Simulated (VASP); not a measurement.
Set up this calculation in VASP 6.6.1, as the native input.

| Item | Value |
| --- | --- |
| Task | single point |
| Functional | PBEsol |
| Potentials or basis | VASP PAW PBE potentials, release 64 (Tl_d) |
| Cutoff | 520 eV |
| k mesh | 14 × 14 × 8 |
| Occupations | fermi-dirac, width 0.08 eV |
| Spin | no spin polarisation |
| Dipole correction | no |
| Further INCAR settings | ALGO = Normal; EDIFF = 1e-06; NBANDS = 20 |

The structure of Tl lies in POSCAR:

```
Tl
1.0
    3.4572398773      0.0000000000      0.0000000000
   -1.7286199387      2.9940575607      0.0000000000
    0.0000000000      0.0000000000      5.5234773700
Tl
2
Direct
    0.3333333333      0.6666666667      0.2500000000
    0.6666666667      0.3333333333      0.7500000000
```

The input as run:

INCAR

```
PREC = Accurate
ENCUT = 520
EDIFF = 1E-6
ISMEAR = -1
SIGMA = 0.08
LREAL = False
LASPH = True
NELM = 100
ALGO = Normal
ISIF = 2
LWAVE = False
LCHARG = True
GGA = PS
LELF = True
LVHAR = True
NBANDS = 20
```

KPOINTS

```
regular mesh
0
Gamma
  14 14 8
```

Potentials or basis: VASP PAW PBE potentials, release 64 (Tl_d).

Run with:

```sh
$ cat potpaw_PBE.64/Tl_d/POTCAR > POTCAR
$ mpirun -np 1 vasp_std > vasp.out
```

It gave:

The pressure is -0.1 GPa. The band gap on the k mesh is zero (band 13 reaches 9.88 eV, above the bottom of band 14 at 4.08 eV).

Caveat: the PAW data sets were made with another functional, which shifts forces and pressure a little; spin-orbit coupling is left out, which moves the levels of the heavy elements.

Wall time 62 s on 1 thread of Intel(R) Xeon(R) Platinum 8488C (Sapphire Rapids), with other jobs on the host, peak memory 0.24 GiB.
